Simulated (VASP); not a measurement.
Write the native input for VASP 6.6.1 that does the following.

```
Task                   : single point
Functional             : PBEsol
Potentials or basis    : VASP PAW PBE potentials, release 64 (Zn, S)
Cutoff                 : 520 eV
k mesh                 : 10 × 10 × 10
Occupations            : gaussian, width 0.02 eV
Spin                   : no spin polarisation
Dipole correction      : no
Further INCAR settings : ALGO = Normal; EDIFF = 1e-06; NBANDS = 16
```

The structure of ZnS lies in POSCAR:

```
ZnS
1.0
    0.0000000000      2.6783088948      2.6783088948
    2.6783088948      0.0000000000      2.6783088948
    2.6783088948      2.6783088948      0.0000000000
Zn S
1 1
Direct
    0.2500000000      0.2500000000      0.2500000000
    0.0000000000      0.0000000000      0.0000000000
```

These files were run (other wordings do the same):

INCAR

```
SYSTEM = ZnS
PREC = Accurate ; ENCUT = 520
EDIFF = 1E-6 ; ISMEAR = 0
SIGMA = 0.02 ; LREAL = .FALSE.
LASPH = .TRUE. ; NELM = 80
ALGO = Normal ; ISIF = 2
LWAVE = .FALSE. ; LCHARG = .FALSE.
GGA = PS ; NBANDS = 16
```

KPOINTS

```
Automatic mesh
0
G
  10 10 10
  0 0 0
```

Potentials or basis: VASP PAW PBE potentials, release 64 (Zn, S).

The run is started by

```sh
$ cat potpaw_PBE.64/Zn/POTCAR potpaw_PBE.64/S/POTCAR > POTCAR
$ mpirun -np 1 vasp_std > vasp.out
```

Results of the run:

```yaml
Pressure: 0.2 GPa
Band_gap_on_the_k_mesh: 2.09 eV, direct
```

Caveat: the PAW data sets were made with another functional, which shifts forces and pressure a little.

Wall time 21 s on 1 thread of Intel(R) Xeon(R) Platinum 8488C (Sapphire Rapids) (shared host), peak memory 0.17 GiB.
